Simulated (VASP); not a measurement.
Runs of VASP 6.6.1 on CdS. Symmetry: Fm-3m, No. 225, cubic system. The conventional cell has a = 5.506 Å, b = 5.506 Å, c = 5.506 Å, α = 90.00°, β = 90.00°, γ = 90.00°. Within 3.6 Å of Cd (site symmetry m-3m) lie 6 S at 2.75 Å. Within 3.6 Å of S (site symmetry m-3m) lie 6 Cd at 2.75 Å. 

```csv
k mesh,gap on the mesh (eV),pressure (GPa)
3 × 3 × 3,0.71,-5.1
4 × 4 × 4,-,(a)
6 × 6 × 6,-,-6.4
5 × 5 × 5,(b),-6.3
```

Alike in all rows: task single point; level LDA; potentials or basis VASP PAW LDA potentials, release 64 (Cd, S); no spin polarisation; cell as given; cutoff (eV) 500; smearing fermi-dirac 0.05 eV.

Q: Fill in the values left out.

A: (a) -6.0; (b) 0.50.

Caveats: some runs use coarse meshes; an odd mesh through Γ misses points on the zone boundary, where band edges can lie (at least some runs); the cell stands under tension (at least some runs).

A k mesh can miss the band edges, and the runs leave out spin-orbit coupling on Cd.
